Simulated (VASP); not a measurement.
Input of a VASP 6.6.1 run:

The input INCAR:

```
  ALGO = Normal
  EDIFF = 1E-6
  EDIFFG = -0.001
  ENCUT = 600
  IBRION = 2
  ISIF = 3
  ISMEAR = 0
  LASPH = T
  LCHARG = F
  LREAL = F
  LWAVE = F
  NELM = 60
  NSW = 80
  PREC = Accurate
  PSTRESS = 500.0
  SIGMA = 0.01
```

KPOINTS

```
k-points
0
Gamma
  10 10 10
```

POSCAR

```
GaP
1.0
    0.0000000000      2.4440310980      2.4440310980
    2.4440310980      0.0000000000      2.4440310980
    2.4440310980      2.4440310980      0.0000000000
Ga P
1 1
Direct
    0.0000000000      0.0000000000      0.0000000000
    0.7500000000      0.7500000000      0.7500000000
```

Potentials or basis: VASP PAW LDA potentials, release 64 (Ga_d, P).

Command:

```sh
$ cat potpaw_LDA.64/Ga_d/POTCAR potpaw_LDA.64/P/POTCAR > POTCAR
$ mpirun -np 1 vasp_std > vasp.out
```

Problem. Predict the relaxed volume.

Solution. 14.61 Å³/atom.

Problem. Predict the band gap on the k mesh.

Solution. 0.65 eV, indirect (least direct gap 3.50 eV).

Problem. Estimate the relaxed cell.

Solution. a = 3.457 Å, b = 3.457 Å, c = 3.457 Å, α = 60.00°, β = 60.00°, γ = 60.00°.

Final structure:
```
CELL_PARAMETERS angstrom
0.00000 2.44453 2.44453
2.44453 0.00000 2.44453
2.44453 2.44453 0.00000
ATOMIC_POSITIONS crystal
Ga 0.00000 0.00000 0.00000
P 0.75000 0.75000 0.75000
```

Caveat: the cell is relaxed towards a set pressure, so the enthalpy falls and the energy may rise. A k mesh can miss the band edges.
